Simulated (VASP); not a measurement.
# Ge: single point with PBE

The system is Ge.

```xyz
4
Lattice="4.1380 0.0000 0.0000 -2.0690 3.5836 0.0000 0.0000 0.0000 6.8243" Properties=species:S:1:pos:R:3 pbc="T T T"
Ge    0.0000    2.3891    0.0022
Ge    2.0690    1.1945    3.4143
Ge    0.0000    2.3891    2.5569
Ge    2.0690    1.1945    5.9690
```

This cell differs from its parent crystal: volume changed by +6%.

```
Program             : VASP 6.6.1
Task                : single point
Functional          : PBE
Potentials or basis : VASP PAW PBE potentials, release 64 (Ge_d)
Cutoff              : 520 eV
k mesh              : 6 × 6 × 4
Occupations         : fermi-dirac, width 0.02 eV
Spin                : no spin polarisation
```

```json
{
  "Pressure": "-2.9 GPa",
  "Largest force": "0.049 eV/Å",
  "Band gap on the k mesh": "zero (band 28 reaches 3.89 eV, above the bottom of band 29 at 3.88 eV)"
}
```

Forces on the atoms (eV/Å):
```
Ge   0.000  0.000 -0.049
Ge   0.000  0.000 -0.049
Ge   0.000  0.000  0.049
Ge   0.000  0.000  0.049
```

Stress tensor (GPa, compression positive):
```
-2.75  0.00  0.00
 0.00 -2.75  0.00
 0.00  0.00 -3.32
```

Levels at points of the mesh, in eV from the Fermi level:
```tsv
k point	band 24	band 25	band 26	band 27	band 28	band 29	band 30	band 31	band 32	band 33
(0.00, 0.00, 0.00)	-1.17	-1.17	-0.76	-0.18	0.02	0.25	0.25	2.40	2.40	2.82
(0.50, 0.00, 0.00)	-6.37	-3.92	-2.58	-2.30	-1.14	0.78	1.50	3.71	3.80	4.26
(0.00, 0.00, 0.50)	-4.56	-0.61	-0.61	-0.61	-0.61	0.52	0.52	3.42	3.42	3.42
(0.50, 0.00, 0.50)	-7.35	-2.15	-2.15	-1.99	-1.99	0.61	0.61	2.34	2.34	5.94
```

It took 33 s on 1 thread of Intel(R) Xeon(R) 6975P-C (Granite Rapids), with other jobs on the host, peak memory 0.23 GiB.
